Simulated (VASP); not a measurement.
# Al2Zn (P-3m1) in VASP: further runs

Runs on Al2Zn. Level: LDA. Tasks: single point.

Program: VASP 6.6.1. These are calculated values, not measurements. Logs are shortened: lines on timing, memory, paths and dates and some standing lists are left out, and cuts for length are marked.

**1. The cell of the first run**

Symmetry: P-3m1, No. 164, trigonal system. The conventional cell has a = 3.092 Å, b = 3.092 Å, c = 6.353 Å, α = 90.00°, β = 90.00°, γ = 120.00°. Al (site symmetry 3m) has 3 Zn at 2.75 Å and 9 Al at 2.82 to 3.09 Å within 3.6 Å. Within 3.6 Å of Zn (site symmetry -3m) lie 6 Al at 2.75 Å and 6 Zn at 3.09 Å.

**2. Single point, LDA (volume 17.538 Å^3 an atom, c/a of the conventional cell 2.0543)**

INCAR reads:

```
  ALGO = Fast
  EDIFF = 1E-6
  ENCUT = 520
  ISIF = 2
  ISMEAR = 0
  LASPH = True
  LCHARG = False
  LREAL = False
  LWAVE = False
  NBANDS = 16
  NELM = 60
  PREC = Accurate
  SIGMA = 0.15
```

KPOINTS reads:

```
k-points
0
Gamma
  18 18 8
```

POSCAR reads:

```
Al2Zn
1.0
    3.0924470642      0.0000000000      0.0000000000
   -1.5462235320      2.6781377174      0.0000000000
    0.0000000000      0.0000000000      6.3528140039
Al Zn
2 1
Direct
    0.3333333333      0.6666666667      0.3282219152
    0.6666666667      0.3333333333      0.6717780848
    0.0000000000      0.0000000000      0.0000000000
```

Potentials or basis: VASP PAW LDA potentials, release 64 (Al, Zn).

Started as:

```console
cat potpaw_LDA.64/Al/POTCAR potpaw_LDA.64/Zn/POTCAR > POTCAR
mpirun -np 1 vasp_std > vasp.out
```

OUTCAR:

```text
EDIFF = 1E-6
   ENCUT = 520
   ISIF = 2
   ISMEAR = 0
   LASPH = True
   LREAL = False
   NELM = 60
   PREC = Accurate

 ion  position               nearest neighbor table
   1  0.333  0.667  0.328-   3 2.75   3 2.75   3 2.75   2 2.82   2 2.82   2 2.82
   2  0.667  0.333  0.672-   3 2.75   3 2.75   3 2.75   1 2.82   1 2.82   1 2.82
   3  0.000  0.000  0.000-   1 2.75   2 2.75   1 2.75   2 2.75   2 2.75   1 2.75

  LATTYP: Found a hexagonal cell.
 ALAT       =     3.0924470642
 C/A-ratio  =     2.0543000000

  Lattice vectors:

 A1 = (   3.0924470642,   0.0000000000,   0.0000000000)
 A2 = (  -1.5462235320,   2.6781377174,   0.0000000000)
 A3 = (   0.0000000000,   0.0000000000,   6.3528140039)

Analysis of symmetry for initial positions (statically):
=====================================================================
 Subroutine PRICEL returns:
 Original cell was already a primitive cell.

 Routine SETGRP: Setting up the symmetry group for a
 hexagonal supercell.

 Subroutine GETGRP returns: Found 12 space group operations
 (whereof 12 operations were pure point group operations)
 out of a pool of 24 trial point group operations.

The static configuration has the point symmetry D_3d.

Analysis of symmetry for dynamics (positions and initial velocities):
=====================================================================
 Subroutine PRICEL returns:
 Original cell was already a primitive cell.

 Routine SETGRP: Setting up the symmetry group for a
 hexagonal supercell.

 Subroutine GETGRP returns: Found 12 space group operations
 (whereof 12 operations were pure point group operations)
 out of a pool of 24 trial point group operations.

The dynamic configuration has the point symmetry D_3d.

 Subroutine INISYM returns: Found 12 space group operations
 (whereof 12 operations are pure point group operations),
 and found     1 'primitive' translations

----------------------------------------------------------------------------------------

                                     Primitive cell

  volume of cell :      52.6140

  direct lattice vectors                    reciprocal lattice vectors
     3.092447064  0.000000000  0.000000000     0.323368510  0.186696896  0.000000000
    -1.546223532  2.678137717  0.000000000     0.000000000  0.373393793  0.000000000
     0.000000000  0.000000000  6.352814004     0.000000000  0.000000000  0.157410558

  length of vectors
     3.092447064  3.092447064  6.352814004     0.373393793  0.373393793  0.157410558

  position of ions in fractional coordinates (direct lattice)
     0.333333333  0.666666667  0.328221915
     0.666666667  0.333333333  0.671778085
     0.000000000  0.000000000  0.000000000

  ion indices of the primitive-cell ions
   primitive index   ion index
                 1           1
                 2           2
                 3           3

----------------------------------------------------------------------------------------

 KPOINTS: k-points

Automatic generation of k-mesh.
 Grid dimensions read from file:
 generate k-points for:   18   18    8

 Generating k-lattice:

  Cartesian coordinates                     Fractional coordinates (reciprocal lattice)
     0.017964917  0.010372050  0.000000000     0.055555556  0.000000000  0.000000000
     0.000000000  0.020744100  0.000000000     0.000000000  0.055555556  0.000000000
     0.000000000  0.000000000  0.019676320     0.000000000  0.000000000  0.125000000

  Length of vectors
     0.020744100  0.020744100  0.019676320

  Shift w.r.t. Gamma in fractional coordinates (k-lattice)
     0.000000000  0.000000000  0.000000000

 Subroutine IBZKPT returns following result:
 ===========================================

 Found    266 irreducible k-points:

 Following reciprocal coordinates:
            Coordinates               Weight
  0.000000  0.000000  0.000000      1.000000
  0.055556  0.000000  0.000000      6.000000
  0.111111  0.000000  0.000000      6.000000
  0.166667  0.000000  0.000000      6.000000
  0.222222  0.000000  0.000000      6.000000
  0.277778  0.000000  0.000000      6.000000
[... 16 lines left out ...]
  0.333333  0.111111  0.000000     12.000000
  0.388889  0.111111  0.000000     12.000000
 [... further k-points ...]
   k-points           NKPTS =    266   k-points in BZ     NKDIM =    266   number of bands    NBANDS=     16
   number of dos      NEDOS =    301   number of ions     NIONS =      3
   total plane-waves  NPLWV =  27648
   dimension x,y,z NGX =    24 NGY =   24 NGZ =   48
   dimension x,y,z NGXF=    48 NGYF=   48 NGZF=   96
   ions per type =               2   1
   NGX,Y,Z   is equivalent  to a cutoff of  12.90, 12.90, 12.56 a.u.
   NGXF,Y,Z  is equivalent  to a cutoff of  25.80, 25.80, 25.12 a.u.
 SYSTEM =  unknown system
   PREC   = accura    normal or accurate (medium, high low for compatibility)
   ISTART =      0    job   : 0-new  1-cont  2-samecut
   ICHARG =      2    charge: 1-file 2-atom 10-const
   ISPIN  =      1    spin polarized calculation?
   LNONCOLLINEAR =      F non collinear calculations
   LSORBIT =      F    spin-orbit coupling
   LASPH  =      T    aspherical Exc in radial PAW
   ENCUT  =  520.0 eV  38.22 Ry    6.18 a.u.   5.75  5.75 11.81*2*pi/ulx,y,z
   NELM   =     60;   NELMIN=  2; NELMDL= -5     # of ELM steps
   EDIFF  = 0.1E-05   stopping-criterion for ELM
   LREAL  =      F    real-space projection
   EDIFFG = 0.1E-04   stopping-criterion for IOM
   NSW    =      0    number of steps for IOM
   IBRION =     -1    ionic relax: 0-MD 1-quasi-New 2-CG
   NFREE  =      0    steps in history (QN), initial steepest desc. (CG)
   ISIF   =      2    stress and relaxation
   ISYM   =      2    0-nonsym 1-usesym 2-fastsym
   POTIM  = 0.5000    time-step for ionic-motion
   TEBEG  =    0.0;   TEEND  =   0.0 temperature during run
   PSTRESS=    0.0 pullay stress
   NELECT =      18.0000    total number of electrons
   NUPDOWN=      -1.0000    fix difference up-down
   EMIN   =  10.00;   EMAX   =-10.00  energy-range for DOS
   EFERMI =   0.00;   METHOD = LEGACY
   ISMEAR =     0;   SIGMA  =   0.15  broadening in eV -4-tet -1-fermi 0-gaus
   EFERMI_NEDOS =   21; number of points for ismear=-14 and -15
   IALGO  =     68    algorithm
   IMIX   =      4    mixing-type and parameters
     AMIX     =   0.40;   BMIX     =  1.00
     AMIX_MAG =   1.60;   BMIX_MAG =  1.00
  volume/ion in A,a.u.               =      17.54       118.35
  Fermi-wavevector in a.u.,A,eV,Ry     =   1.144982  2.163702 17.837009  1.310983
  Thomas-Fermi vector in A             =   2.281672
   LORBIT       =      0    0 simple, 1 ext, 2 COOP (PROOUT), +10 PAW based schemes
   GGA     = CA    functional components
   LHFCALC =     F    Hartree Fock is set to
   AEXX    =    0.0000 exact exchange contribution
   IVDW    =     0    specifies the selected vdW correction
   LEPSILON=     F    determine dielectric tensor
   LRPA    =     F    only Hartree local field effects (RPA)
 non-spin polarized calculation
 RMM-DIIS sequential band-by-band and
 Gauss-broadening in eV      SIGMA  =   0.15
  energy-cutoff  :      520.00
  volume of cell :       52.61
 maximum number of plane-waves:      1432
   NGX = 11   NGY = 11   NGZ = 23

 number of electron      18.0000019 magnetization

 Free energy of the ion-electron system (eV)
  ---------------------------------------------------
  ext. energy  EPLUGINS =         0.00000000
  ---------------------------------------------------
  free energy    TOTEN  =        -9.97168910 eV

  energy without entropy =       -9.96041636  energy(sigma->0) =       -9.96605273

 E-fermi :   5.4648     XC(G=0): -10.4540

 val. band max:        5.4422133839   @ k =   0.3333   0.1667   0.2500
 cond. band min:       5.4679194487   @ k =  -0.1667   0.5000   0.1250
 fundamental gap:      0.0257060647
 Fermi energy:         5.4647608713

 k-point     1 :       0.0000    0.0000    0.0000
  band No.  band energies     occupation
      1      -4.8549      2.00000
      2      -2.3862      2.00000
      3      -2.0823      2.00000
      4      -2.0823      2.00000
      5      -1.9348      2.00000
      6      -1.9348      2.00000
[... 8 lines left out ...]
     15      16.9868      0.00000
     16      17.0363      0.00000

 k-point     2 :       0.0556    0.0000    0.0000
  band No.  band energies     occupation
      1      -4.7914      2.00000
      2      -2.3672      2.00000
      3      -2.0901      2.00000
      4      -2.0728      2.00000
      5      -1.9729      2.00000
      6      -1.9365      2.00000
[... 8 lines left out ...]
     15      15.9326      0.00000
     16      16.4607      0.00000

 k-point     3 :       0.1111    0.0000    0.0000
  band No.  band energies     occupation
      1      -4.6016      2.00000
      2      -2.3179      2.00000
      3      -2.1167      2.00000
      4      -2.0458      2.00000
      5      -2.0419      2.00000
      6      -1.9412      2.00000
[... 8 lines left out ...]
     15      15.2056      0.00000
     16      15.3916      0.00000

 k-point     4 :       0.1667    0.0000    0.0000
  band No.  band energies     occupation
      1      -4.2879      2.00000
      2      -2.2664      2.00000
      3      -2.1662      2.00000
      4      -2.0785      2.00000
      5      -2.0069      2.00000
      6      -1.9454      2.00000
[... 8 lines left out ...]
     15      14.1082      0.00000
     16      14.7543      0.00000

 k-point     5 :       0.2222    0.0000    0.0000
  band No.  band energies     occupation
      1      -3.8567      2.00000
      2      -2.2733      2.00000
      3      -2.1994      2.00000
      4      -2.0553      2.00000
      5      -1.9809      2.00000
      6      -1.9279      2.00000
[... 8 lines left out ...]
     15      13.3371      0.00000
     16      14.2346      0.00000

 k-point     6 :       0.2778    0.0000    0.0000
  band No.  band energies     occupation
      1      -3.3257      2.00000
      2      -2.3198      2.00000
      3      -2.2243      2.00000
      4      -1.9846      2.00000
      5      -1.9717      2.00000
      6      -1.8767      2.00000
[... 8 lines left out ...]
     15      12.8844      0.00000
     16      13.7891      0.00000

 k-point     7 :       0.3333    0.0000    0.0000
  band No.  band energies     occupation
      1      -2.7661      2.00000
      2      -2.3522      2.00000
      3      -2.2487      2.00000
      4      -1.9939      2.00000
      5      -1.8217      2.00000
      6      -1.8052      2.00000
[... 8 lines left out ...]
     15      12.7644      0.00000
     16      13.4383      0.00000

 k-point     8 :       0.3889    0.0000    0.0000
  band No.  band energies     occupation
      1      -2.4733      2.00000
      2      -2.3169      2.00000
      3      -2.2245      2.00000
      4      -2.0024      2.00000
      5      -1.7752      2.00000
      6      -1.3636      2.00000
[... 8 lines left out ...]
     15      13.0730      0.00000
     16      13.1871      0.00000

 k-point     9 :       0.4444    0.0000    0.0000
  band No.  band energies     occupation
      1      -2.4597      2.00000
      2      -2.3116      2.00000
      3      -2.1330      2.00000
      4      -2.0081      2.00000
      5      -1.7442      2.00000
      6      -0.5617      2.00000
[... 8 lines left out ...]
     15      13.2279      0.00000
     16      13.5291      0.00000
[... 172 lines left out ...]
 k-point    19 :       0.1111    0.1111    0.0000
  band No.  band energies     occupation
      1      -4.1016      2.00000
      2      -2.2234      2.00000
      3      -2.2067      2.00000
      4      -2.1040      2.00000
      5      -1.9827      2.00000
      6      -1.9391      2.00000
[... 8 lines left out ...]
     15      13.3992      0.00000
     16      13.5338      0.00000

 k-point    20 :       0.1667    0.1111    0.0000
  band No.  band energies     occupation
      1      -3.6747      2.00000
      2      -2.2630      2.00000
      3      -2.1804      2.00000
      4      -2.1123      2.00000
      5      -1.9840      2.00000
      6      -1.8851      2.00000
[... 8 lines left out ...]
     15      12.3319      0.00000
     16      12.8014      0.00000

 k-point    21 :       0.2222    0.1111    0.0000
  band No.  band energies     occupation
      1      -3.1537      2.00000
      2      -2.3104      2.00000
      3      -2.1939      2.00000
      4      -2.0580      2.00000
      5      -1.9943      2.00000
      6      -1.8016      2.00000
[... 8 lines left out ...]
     15      11.8019      0.00000
     16      12.3132      0.00000

 k-point    22 :       0.2778    0.1111    0.0000
  band No.  band energies     occupation
      1      -2.6250      2.00000
      2      -2.3396      2.00000
      3      -2.2179      2.00000
      4      -2.0248      2.00000
      5      -1.9500      2.00000
      6      -1.6429      2.00000
[... 8 lines left out ...]
     15      12.0912      0.00000
     16      12.4145      0.00000

 k-point    23 :       0.3333    0.1111    0.0000
  band No.  band energies     occupation
      1      -2.4133      2.00000
      2      -2.2811      2.00000
      3      -2.1977      2.00000
      4      -2.0343      2.00000
      5      -1.8601      2.00000
      6      -1.1844      2.00000
[... 8 lines left out ...]
     15      12.7268      0.00000
     16      13.0508      0.00000

 k-point    24 :       0.3889    0.1111    0.0000
  band No.  band energies     occupation
      1      -2.4173      2.00000
      2      -2.2749      2.00000
      3      -2.1185      2.00000
      4      -2.0426      2.00000
      5      -1.8096      2.00000
      6      -0.3709      2.00000
[... 8 lines left out ...]
     15      13.3475      0.00000
     16      13.8336      0.00000

 [... further k-points ...]
[... 5 lines left out ...]
  --------------------------------------------------------------------------------------
  -------------------------------------------------------------------------------------
  Total       -2.6192470     -2.6192470     -2.4242962     -0.0000000     -0.0000000     -0.0000000
  in kB      -79.7601058    -79.7601058    -73.8235523     -0.0000000     -0.0000000     -0.0000000
  external PRESSURE =     -77.7812546 kB  Pullay stress =       0.0000000 kB

 VOLUME and BASIS-vectors are now :
 -----------------------------------------------------------------------------
  energy-cutoff  :      520.00
  volume of cell :       52.61
      direct lattice vectors                 reciprocal lattice vectors
     3.092447064  0.000000000  0.000000000     0.323368510  0.186696896  0.000000000
    -1.546223532  2.678137717  0.000000000     0.000000000  0.373393793  0.000000000
     0.000000000  0.000000000  6.352814004     0.000000000  0.000000000  0.157410558

 POSITION                                       TOTAL-FORCE (eV/Angst)
 -----------------------------------------------------------------------------------
     -0.00000      1.78543      2.08513         0.000000      0.000000     -0.108960
      1.54622      0.89271      4.26768        -0.000000     -0.000000      0.108960
      0.00000      0.00000      0.00000         0.000000      0.000000      0.000000
 -----------------------------------------------------------------------------------
    total drift:                               -0.000000      0.000000      0.000000

  FREE ENERGIE OF THE ION-ELECTRON SYSTEM (eV)
  ---------------------------------------------------
  free  energy   TOTEN  =        -9.9716891002 eV

  energy  without entropy=       -9.9604163625  energy(sigma->0) =       -9.96605273
```

Run time: 4.4 min. Hardware: 1 thread of Oxide Virtual Turin-like, shared host; peak memory 0.28 GiB.

What came out:

| Property | Result |
| --- | --- |
| Free energy | -9.9717 eV |
| Pressure | -7.8 GPa |
| Largest force | 0.109 eV/Å |
| Band gap on the k mesh | zero (band 9 reaches 9.54 eV, above the bottom of band 10 at 3.64 eV) |

Forces on the atoms (eV/Å):
```
Al   0.000  0.000 -0.109
Al   0.000  0.000  0.109
Zn   0.000  0.000  0.000
```

Stress tensor (GPa, compression positive):
```
-7.98  0.00  0.00
 0.00 -7.98  0.00
 0.00  0.00 -7.38
```

Levels at points of the mesh, in eV from the Fermi level:
```csv
k point,band 5,band 6,band 7,band 8,band 9,band 10,band 11,band 12,band 13,band 14
"(0.00, 0.00, 0.00)",-7.40,-7.40,-6.70,-6.30,3.89,4.69,8.41,8.41,8.63,8.63
"(0.50, 0.00, 0.00)",-7.20,-5.19,-4.79,-2.10,-1.42,-1.23,-0.57,3.93,5.79,7.52
"(0.00, 0.00, 0.50)",-7.55,-7.40,-7.40,-2.59,-1.22,8.46,8.46,9.48,9.48,9.79
"(0.50, 0.00, 0.50)",-7.20,-4.41,-4.38,-3.79,-3.73,2.27,2.97,3.45,3.77,4.57
```

**3. Single point, LDA (volume 17.538 Å^3 an atom, c/a of the conventional cell 2.4643)**

INCAR reads:

```
SYSTEM = Al2Zn
ALGO = Fast
EDIFF = 1E-6
ENCUT = 520
ISIF = 2
ISMEAR = 0
LASPH = .TRUE.
LCHARG = .FALSE.
LREAL = .FALSE.
LWAVE = .FALSE.
NBANDS = 16
NELM = 80
PREC = Accurate
SIGMA = 0.15
```

KPOINTS reads:

```
k-points
0
G
  18 18 8
  0 0 0
```

POSCAR reads:

```
Al2Zn
1.0
    2.9104299519      0.0000000000      0.0000000000
   -1.4552149759      2.5205062743      0.0000000000
    0.0000000000      0.0000000000      7.1722659740
Al Zn
2 1
Direct
    0.3333333333      0.6666666667      0.3282219152
    0.6666666667      0.3333333333      0.6717780848
    0.0000000000      0.0000000000      0.0000000000
```

Potentials or basis: VASP PAW LDA potentials, release 64 (Al, Zn).

Started as:

```console
cat potpaw_LDA.64/Al/POTCAR potpaw_LDA.64/Zn/POTCAR > POTCAR
mpirun -np 1 vasp_std > vasp.out
```

Run time: 3.4 min. Hardware: 1 thread of Oxide Virtual Turin-like, shared host; peak memory 0.29 GiB.

The run converged. Its results:

```yaml
Free_energy: -9.9740 eV
Pressure: -9.0 GPa
Largest_force: 0.034 eV/Å
Band_gap_on_the_k_mesh: zero (band 9 reaches 7.96 eV, above the bottom of band 10 at 4.17 eV)
```

Forces on the atoms (eV/Å):
```
Al   0.000  0.000 -0.034
Al   0.000  0.000  0.034
Zn   0.000  0.000  0.000
```

Stress tensor (GPa, compression positive):
```
-9.04  0.00  0.00
 0.00 -9.04  0.00
 0.00  0.00 -8.95
```

Levels at points of the mesh, in eV from the Fermi level:
| k point | band 7 | band 8 | band 9 | band 10 | band 11 | band 12 |
| --- | --- | --- | --- | --- | --- | --- |
| (0.00, 0.00, 0.00) | -7.23 | -6.88 | 0.97 | 1.48 | 10.87 | 10.87 |
| (0.50, 0.00, 0.00) | -4.28 | -2.29 | -1.46 | -1.34 | -0.74 | 5.82 |
| (0.00, 0.00, 0.50) | -7.23 | -3.80 | -3.56 | 6.97 | 7.57 | 10.92 |
| (0.50, 0.00, 0.50) | -3.97 | -3.40 | -3.17 | 1.79 | 1.89 | 2.00 |

(Part 1 of 2 ends here.)
